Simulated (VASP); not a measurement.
Input of a VASP 6.6.1 run:

The input INCAR:

```
SYSTEM = TiSi6
  ALGO = Normal
  EDIFF = 1E-6
  ENCUT = 520
  GGA = PE
  ISIF = 2
  ISMEAR = 0
  ISPIN = 2
  LASPH = .True.
  LCHARG = .False.
  LMAXMIX = 4
  LORBIT = 11
  LREAL = .False.
  LWAVE = .False.
  MAGMOM = 2.89 0 0 0 0 0 0
  NBANDS = 31
  NELM = 150
  PREC = Accurate
  SIGMA = 0.1
```

File KPOINTS:

```
k-points
0
Gamma
  6 6 6
  0 0 0
```

Contents of POSCAR:

```
TiSi6
1.0
    5.8265239450      0.0000000000      0.0000000000
    0.0000000000      5.8265239450      0.0000000000
    0.0000000000      0.0000000000      5.8265239450
Ti Si
1 6
Direct
    0.0000000000      0.0000000000      0.0000000000
    0.1991811828      0.5000000000      0.5000000000
    0.5000000000      0.1991811828      0.5000000000
    0.8008188172      0.5000000000      0.5000000000
    0.5000000000      0.8008188172      0.5000000000
    0.5000000000      0.5000000000      0.1991811828
    0.5000000000      0.5000000000      0.8008188172
```

Potentials or basis: VASP PAW PBE potentials, release 64 (Ti_sv, Si).

Run with:

```console
$ cat potpaw_PBE.64/Ti_sv/POTCAR potpaw_PBE.64/Si/POTCAR > POTCAR
$ mpirun -np 1 vasp_std > vasp.out
```

(1) Predict the largest force.

(2) Estimate the band gap on the k mesh.

(3) What does it give for the pressure?

Results:

(1) 0.032 eV/Å.

(2) zero (filled and empty bands overlap).

(3) -1.0 GPa.
